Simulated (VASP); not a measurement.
Set up this calculation in VASP 6.6.1, as the native input.

```
Task                   : single point
Functional             : PBE
Potentials or basis    : VASP PAW PBE potentials, release 64 (Sc_sv, Si)
Cutoff                 : 520 eV
k mesh                 : 4 × 7 × 7
Occupations            : methfessel-paxton, width 0.05 eV
Spin                   : no spin polarisation
Dipole correction      : no
Further INCAR settings : ALGO = Normal; EDIFF = 1e-06; NBANDS = 25
```

The structure of Sc2Si3 lies in POSCAR:

```
Sc2Si3
1.0
    6.4045930000      0.0000000000      0.0000000000
    0.0000000000      2.0413065223      3.5290963685
    0.0000000000     -2.0413065223      3.5290963685
Sc Si
2 3
Direct
    0.2362180000      0.0000380000      0.0000380000
    0.7637820000      0.0000380000      0.0000380000
    0.5000000000      0.3331795000      0.3331795000
    0.0000000000      0.3333970000      0.3333970000
    0.5000000000      0.6666550000      0.6666550000
```

One way to write it, as run:

INCAR

```
SYSTEM = Sc2Si3
  PREC = Accurate
  ENCUT = 520
  EDIFF = 1E-6
  ISMEAR = 1
  SIGMA = 0.05
  LREAL = .False.
  LASPH = .True.
  NELM = 60
  ALGO = Normal
  ISIF = 2
  LWAVE = .False.
  LCHARG = .False.
  GGA = PE
  NBANDS = 25
```

KPOINTS

```
Automatic mesh
0
Gamma
  4 7 7
  0 0 0
```

Potentials or basis: VASP PAW PBE potentials, release 64 (Sc_sv, Si).

The run is started by

```console
$ cat potpaw_PBE.64/Sc_sv/POTCAR potpaw_PBE.64/Si/POTCAR > POTCAR
$ mpirun -np 1 vasp_std > vasp.out
```

It gave:

```yaml
Pressure: 0.0 GPa
Largest_force: 0.047 eV/Å
Band_gap_on_the_k_mesh: zero (band 17 reaches 6.92 eV, above the bottom of band 18 at 5.73 eV)
```

It took 41 s on 1 thread of Intel(R) Xeon(R) 6975P-C (Granite Rapids) (shared host), peak memory 0.24 GiB.
